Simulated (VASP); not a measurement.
# InSe (R3m) in VASP: a series of runs, part 2 of 3

VASP 6.6.1.

### 3 Single point, PBEsol

This run uses another cell than the first one, of 29.32 Å³/atom.

File INCAR:

```
SYSTEM = InSe
ALGO = Normal ; EDIFF = 1E-6
ENCUT = 500 ; GGA = PS
GGA_COMPAT = .FALSE. ; ISIF = 2
ISMEAR = 0 ; LASPH = .TRUE.
LCHARG = .FALSE. ; LREAL = .FALSE.
LWAVE = .FALSE. ; NBANDS = 27
NELM = 120 ; PREC = Accurate
SIGMA = 0.01
```

File KPOINTS:

```
k-points
0
G
  6 6 6
  0 0 0
```

File POSCAR:

```
InSe
1.0
    2.0059108432      1.1581131653      8.4134438008
   -2.0059108432      1.1581131653      8.4134438008
    0.0000000000     -2.3162263306      8.4134438008
In Se
2 2
Direct
   -0.0006626144     -0.0006626144     -0.0006626144
    0.8893230637      0.8893230637      0.8893230637
    0.3831949953      0.3831949953      0.3831949953
    0.1721445553      0.1721445553      0.1721445553
```

Potentials or basis: VASP PAW PBE potentials, release 64 (In_d, Se).

Started as:

```console
$ cat potpaw_PBE.64/In_d/POTCAR potpaw_PBE.64/Se/POTCAR > POTCAR
$ mpirun -np 1 vasp_std > vasp.out
```

OUTCAR:

```text
SYSTEM = InSe
   EDIFF = 1E-6
   ENCUT = 500
   GGA = PS
   ISIF = 2
   ISMEAR = 0
   LASPH = .TRUE.
   LREAL = .FALSE.
   NELM = 120
   PREC = Accurate

 ion  position               nearest neighbor table
   1  0.999  0.999  0.999-   3 2.64   3 2.64   3 2.64   2 2.78
   2  0.889  0.889  0.889-   4 2.64   4 2.64   4 2.64   1 2.78
   3  0.383  0.383  0.383-   1 2.64   1 2.64   1 2.64
   4  0.172  0.172  0.172-   2 2.64   2 2.64   2 2.64

  LATTYP: Found a trigonal (rhomboedric) cell.
 ALAT       =     8.7264506533
 COS(alpha) =     0.8943236089

  Lattice vectors:

 A1 = (   2.0059108432,   1.1581131653,   8.4134438008)
 A2 = (  -2.0059108432,   1.1581131653,   8.4134438008)
 A3 = (   0.0000000000,  -2.3162263306,   8.4134438008)

Analysis of symmetry for initial positions (statically):
=====================================================================
 Subroutine PRICEL returns:
 Original cell was already a primitive cell.

 Routine SETGRP: Setting up the symmetry group for a
 trigonal (rhombohedral) supercell.

 Subroutine GETGRP returns: Found  6 space group operations
 (whereof  6 operations were pure point group operations)
 out of a pool of 12 trial point group operations.

The static configuration has the point symmetry C_3v.

Analysis of symmetry for dynamics (positions and initial velocities):
=====================================================================
 Subroutine PRICEL returns:
 Original cell was already a primitive cell.

 Routine SETGRP: Setting up the symmetry group for a
 trigonal (rhombohedral) supercell.

 Subroutine GETGRP returns: Found  6 space group operations
 (whereof  6 operations were pure point group operations)
 out of a pool of 12 trial point group operations.

The dynamic configuration has the point symmetry C_3v.

 Subroutine INISYM returns: Found  6 space group operations
 (whereof  6 operations are pure point group operations),
 and found     1 'primitive' translations

----------------------------------------------------------------------------------------

                                     Primitive cell

  volume of cell :     117.2702

  direct lattice vectors                    reciprocal lattice vectors
     2.005910843  1.158113165  8.413443801     0.249263322  0.143912246  0.039619131
    -2.005910843  1.158113165  8.413443801    -0.249263322  0.143912246  0.039619131
     0.000000000 -2.316226331  8.413443801     0.000000000 -0.287824492  0.039619131

  length of vectors
     8.726450653  8.726450653  8.726450653     0.290538489  0.290538489  0.290538489

  position of ions in fractional coordinates (direct lattice)
     0.999337386  0.999337386  0.999337386
     0.889323064  0.889323064  0.889323064
     0.383194995  0.383194995  0.383194995
     0.172144555  0.172144555  0.172144555

  ion indices of the primitive-cell ions
   primitive index   ion index
                 1           1
                 2           2
                 3           3
                 4           4

----------------------------------------------------------------------------------------

 KPOINTS: k-points

Automatic generation of k-mesh.
 Grid dimensions read from file:
 generate k-points for:    6    6    6

 Generating k-lattice:

  Cartesian coordinates                     Fractional coordinates (reciprocal lattice)
     0.041543887  0.023985374  0.006603189     0.166666667 -0.000000000  0.000000000
    -0.041543887  0.023985374  0.006603189    -0.000000000  0.166666667  0.000000000
     0.000000000 -0.047970749  0.006603189     0.000000000  0.000000000  0.166666667

  Length of vectors
     0.048423082  0.048423082  0.048423082

  Shift w.r.t. Gamma in fractional coordinates (k-lattice)
     0.000000000  0.000000000  0.000000000

 Subroutine IBZKPT returns following result:
 ===========================================

 Found     32 irreducible k-points:

 Following reciprocal coordinates:
            Coordinates               Weight
  0.000000  0.000000  0.000000      1.000000
  0.166667 -0.000000  0.000000      6.000000
  0.333333 -0.000000  0.000000      6.000000
  0.500000 -0.000000 -0.000000      3.000000
  0.166667  0.166667  0.000000      6.000000
  0.333333  0.166667  0.000000     12.000000
[... 16 lines left out ...]
  0.500000  0.500000  0.166667      6.000000
 -0.333333  0.500000  0.166667     12.000000
 [... further k-points ...]
   k-points           NKPTS =     32   k-points in BZ     NKDIM =     32   number of bands    NBANDS=     27
   number of dos      NEDOS =    301   number of ions     NIONS =      4
   total plane-waves  NPLWV = 262144
   dimension x,y,z NGX =    64 NGY =   64 NGZ =   64
   dimension x,y,z NGXF=   128 NGYF=  128 NGZF=  128
   ions per type =               2   2
   NGX,Y,Z   is equivalent  to a cutoff of  12.19, 12.19, 12.19 a.u.
   NGXF,Y,Z  is equivalent  to a cutoff of  24.39, 24.39, 24.39 a.u.
 SYSTEM =  InSe
   PREC   = accura    normal or accurate (medium, high low for compatibility)
   ISTART =      0    job   : 0-new  1-cont  2-samecut
   ICHARG =      2    charge: 1-file 2-atom 10-const
   ISPIN  =      1    spin polarized calculation?
   LNONCOLLINEAR =      F non collinear calculations
   LSORBIT =      F    spin-orbit coupling
   LASPH  =      T    aspherical Exc in radial PAW
   ENCUT  =  500.0 eV  36.75 Ry    6.06 a.u.  15.91 15.91 15.91*2*pi/ulx,y,z
   NELM   =    120;   NELMIN=  2; NELMDL= -5     # of ELM steps
   EDIFF  = 0.1E-05   stopping-criterion for ELM
   LREAL  =      F    real-space projection
   EDIFFG = 0.1E-04   stopping-criterion for IOM
   NSW    =      0    number of steps for IOM
   IBRION =     -1    ionic relax: 0-MD 1-quasi-New 2-CG
   NFREE  =      0    steps in history (QN), initial steepest desc. (CG)
   ISIF   =      2    stress and relaxation
   ISYM   =      2    0-nonsym 1-usesym 2-fastsym
   POTIM  = 0.5000    time-step for ionic-motion
   TEBEG  =    0.0;   TEEND  =   0.0 temperature during run
   PSTRESS=    0.0 pullay stress
   NELECT =      38.0000    total number of electrons
   NUPDOWN=      -1.0000    fix difference up-down
   EMIN   =  10.00;   EMAX   =-10.00  energy-range for DOS
   EFERMI =   0.00;   METHOD = LEGACY
   ISMEAR =     0;   SIGMA  =   0.01  broadening in eV -4-tet -1-fermi 0-gaus
   EFERMI_NEDOS =   21; number of points for ismear=-14 and -15
   IALGO  =     38    algorithm
   IMIX   =      4    mixing-type and parameters
     AMIX     =   0.40;   BMIX     =  1.00
     AMIX_MAG =   1.60;   BMIX_MAG =  1.00
  volume/ion in A,a.u.               =      29.32       197.84
  Fermi-wavevector in a.u.,A,eV,Ry     =   1.124450  2.124902 17.203040  1.264388
  Thomas-Fermi vector in A             =   2.261122
   LORBIT       =      0    0 simple, 1 ext, 2 COOP (PROOUT), +10 PAW based schemes
   GGA     = PS    functional components
   LHFCALC =     F    Hartree Fock is set to
   AEXX    =    0.0000 exact exchange contribution
   IVDW    =     0    specifies the selected vdW correction
   LEPSILON=     F    determine dielectric tensor
   LRPA    =     F    only Hartree local field effects (RPA)
 non-spin polarized calculation
 Gauss-broadening in eV      SIGMA  =   0.01
  energy-cutoff  :      500.00
  volume of cell :      117.27
 maximum number of plane-waves:      3042
   NGX = 31   NGY = 31   NGZ = 31

 number of electron      37.9999997 magnetization

 Free energy of the ion-electron system (eV)
  ---------------------------------------------------
  ext. energy  EPLUGINS =         0.00000000
  ---------------------------------------------------
  free energy    TOTEN  =       -15.59230507 eV

  energy without entropy =      -15.59230507  energy(sigma->0) =      -15.59230507

 E-fermi :   4.0633     XC(G=0):  -9.0845

 val. band max:        3.9419340076   @ k =   0.5000   0.5000   0.5000
 cond. band min:       4.2771667548   @ k =   0.5000   0.5000   0.5000
 fundamental gap:      0.3352327472
 Fermi energy:         4.0632664111

 k-point     1 :       0.0000    0.0000    0.0000
  band No.  band energies     occupation
      1     -10.8134      2.00000
      2     -10.6143      2.00000
      3     -10.6143      2.00000
      4     -10.5250      2.00000
      5     -10.5250      2.00000
      6     -10.5157      2.00000
[... 19 lines left out ...]
     26       9.3778      0.00000
     27      11.2810      0.00000
[... 667 lines left out ...]
      5     -10.5317      2.00000
      6     -10.4619      2.00000
[... 19 lines left out ...]
     26      11.0268      0.00000
     27      11.4329      0.00000

 [... further k-points ...]

------------------------ aborting loop because EDIFF is reached ----------------------------------------

  FORCE on cell =-STRESS in cart. coord.  units (eV):
  Direction    XX          YY          ZZ          XY          YZ          ZX
  --------------------------------------------------------------------------------------
  -------------------------------------------------------------------------------------
  Total        0.0439983      0.0439983      0.0330563      0.0000000      0.0000000      0.0000000
  in kB        0.6011169      0.6011169      0.4516246      0.0000000      0.0000000      0.0000000
  external PRESSURE =       0.5512861 kB  Pullay stress =       0.0000000 kB

 VOLUME and BASIS-vectors are now :
 -----------------------------------------------------------------------------
  energy-cutoff  :      500.00
  volume of cell :      117.27
      direct lattice vectors                 reciprocal lattice vectors
     2.005910843  1.158113165  8.413443801     0.249263322  0.143912246  0.039619131
    -2.005910843  1.158113165  8.413443801    -0.249263322  0.143912246  0.039619131
     0.000000000 -2.316226331  8.413443801     0.000000000 -0.287824492  0.039619131

 POSITION                                       TOTAL-FORCE (eV/Angst)
 -----------------------------------------------------------------------------------
      0.00000      0.00000     25.22361         0.000000      0.000000     -0.018429
      0.00000      0.00000     22.44681         0.000000     -0.000000      0.018247
      0.00000      0.00000      9.67197         0.000000     -0.000000      0.018044
      0.00000      0.00000      4.34499         0.000000      0.000000     -0.017862
 -----------------------------------------------------------------------------------
    total drift:                               -0.000000      0.000000      0.000441

  FREE ENERGIE OF THE ION-ELECTRON SYSTEM (eV)
  ---------------------------------------------------
  free  energy   TOTEN  =       -15.5923050708 eV

  energy  without entropy=      -15.5923050708  energy(sigma->0) =      -15.59230507
```

OSZICAR:

```text
N       E                     dE             d eps       ncg     rms          rms(c)
DAV:   1     0.331537184400E+03    0.33154E+03   -0.16814E+04  1728   0.149E+03
DAV:   2     0.234130106070E+02   -0.30812E+03   -0.29918E+03  1737   0.378E+02
DAV:   3    -0.143349172207E+02   -0.37748E+02   -0.36892E+02  2208   0.143E+02
DAV:   4    -0.159881941615E+02   -0.16533E+01   -0.16489E+01  2032   0.309E+01
DAV:   5    -0.160594691649E+02   -0.71275E-01   -0.71263E-01  2690   0.620E+00    0.647E+00
DAV:   6    -0.156267673451E+02    0.43270E+00   -0.82573E-01  2425   0.156E+01    0.392E+00
DAV:   7    -0.155955837230E+02    0.31184E-01   -0.32154E-01  2428   0.428E+00    0.112E+00
DAV:   8    -0.155921269465E+02    0.34568E-02   -0.28567E-02  2638   0.185E+00    0.545E-01
DAV:   9    -0.155922223554E+02   -0.95409E-04   -0.47447E-03  2171   0.507E-01    0.141E-01
DAV:  10    -0.155922479925E+02   -0.25637E-04   -0.30527E-04  2336   0.129E-01    0.724E-02
DAV:  11    -0.155923064854E+02   -0.58493E-04   -0.11173E-04  2134   0.993E-02    0.205E-02
DAV:  12    -0.155923021707E+02    0.43147E-05   -0.15568E-05  2648   0.460E-02    0.139E-02
DAV:  13    -0.155923043891E+02   -0.22184E-05   -0.32805E-06  1657   0.106E-02    0.754E-03
DAV:  14    -0.155923050708E+02   -0.68171E-06   -0.17303E-06  1574   0.169E-02
   1 F= -.15592305E+02 E0= -.15592305E+02  d E =-.303447E-68
```

stdout:

```text
POSCAR found type information on POSCAR InSe
 POSCAR found :  2 types and       4 ions
 scaLAPACK will be used
 -----------------------------------------------------------------------------
|                                                                             |
|                                                                             |
|     You enforced a specific xc type in the INCAR file but a different       |
|     I HOPE YOU KNOW WHAT YOU ARE DOING!                                     |
|                                                                             |
 -----------------------------------------------------------------------------

 LDA part: xc-table for (Slater+PW92), standard interpolation
 POSCAR, INCAR and KPOINTS ok, starting setup
 FFT: planning ... GRIDC
 FFT: planning ... GRID_SOFT
 FFT: planning ... GRID
 WAVECAR not read
 entering main loop
```

Wall time 2.3 min (1 thread of Intel Xeon 6975P-C (Granite Rapids), shared host); peak memory 0.55 GiB.

Results:

```yaml
Free_energy: -15.5923 eV
Pressure: 0.1 GPa
Largest_force: 0.018 eV/Å
Band_gap_on_the_k_mesh: 0.34 eV
```

Forces in eV/Å, atoms in the order of the input:
```
In   0.000  0.000 -0.018
In   0.000  0.000  0.018
Se   0.000  0.000  0.018
Se   0.000  0.000 -0.018
```

Caveat: the PAW data sets were made with another functional, which shifts forces and pressure a little; spin-orbit coupling is left out, which moves the levels of the heavy elements.

### 4 Single point, r2SCAN

This run uses another cell than the first one, of 30.75 Å³/atom.

File POSCAR:

```
InSe
1.0
    2.0227480360      1.1678341231      8.6782106364
   -2.0227480360      1.1678341231      8.6782106364
    0.0000000000     -2.3356682461      8.6782106364
In Se
2 2
Direct
   -0.0019223054     -0.0019223054     -0.0019223054
    0.8905952075      0.8905952075      0.8905952075
    0.3796781164      0.3796781164      0.3796781164
    0.1756489815      0.1756489815      0.1756489815
```

File INCAR.step1:

```
SYSTEM = InSe
PREC = Accurate
ENCUT = 550
ISMEAR = 0
SIGMA = 0.01
LREAL = .False.
LASPH = .True.
NELM = 120
NBANDS = 27
GGA = PE
ALGO = Normal
EDIFF = 1E-5
LWAVE = .True.
LCHARG = .False.
GGA_COMPAT = .False.
```

File INCAR.step2:

```
SYSTEM = InSe
PREC = Accurate
ENCUT = 550
EDIFF = 1E-6
ISMEAR = 0
SIGMA = 0.01
LREAL = .False.
LASPH = .True.
NELM = 120
ALGO = Normal
ISIF = 2
LWAVE = .False.
LCHARG = .False.
METAGGA = R2SCAN
LMIXTAU = .True.
NBANDS = 27
ISTART = 1
GGA_COMPAT = .False.
```

File KPOINTS:

```
regular mesh
0
Gamma
  6 6 6
  0 0 0
```

Started as:

```console
$ cat potpaw_PBE.64/In_d/POTCAR potpaw_PBE.64/Se/POTCAR > POTCAR
$ cp INCAR.step1 INCAR
$ mpirun -np 1 vasp_std > vasp.out
$ cp INCAR.step2 INCAR
$ mpirun -np 1 vasp_std > vasp.out
```

It took 18 min on 1 thread of Intel Xeon 6975P-C (Granite Rapids), shared host; peak memory 0.83 GiB.

Results (log left out):

```yaml
Free_energy: -76.4780 eV
Pressure: 0.0 GPa
Largest_force: 0.020 eV/Å
Band_gap_on_the_k_mesh: 0.90 eV
```

Forces on the atoms (eV/Å):
```
In   0.000  0.000 -0.017
In   0.000  0.000  0.016
Se   0.000  0.000  0.020
Se   0.000  0.000 -0.018
```

Levels at points of the mesh, in eV from the valence-band top:
| k point | band 16 | band 17 | band 18 | band 19 | band 20 | band 21 | band 22 | band 23 |
| --- | --- | --- | --- | --- | --- | --- | --- | --- |
| (0.00, 0.00, 0.00) | -1.26 | -1.24 | -1.24 | -1.23 | 1.86 | 2.55 | 4.69 | 4.69 |
| (0.50, 0.00, 0.00) | -2.28 | -2.26 | -2.21 | -1.61 | 1.66 | 2.28 | 4.13 | 4.40 |
| (0.50, 0.50, 0.00) | -2.46 | -2.44 | -2.08 | -1.47 | 1.69 | 2.24 | 3.83 | 4.15 |
| (0.50, 0.50, 0.50) | -1.34 | -1.16 | -1.16 | 0.00 | 0.90 | 2.58 | 4.64 | 4.64 |

Caveat: the PAW data sets were made with another functional, which shifts forces and pressure a little; spin-orbit coupling is left out, which moves the levels of the heavy elements.

[end of part 2 of 3]
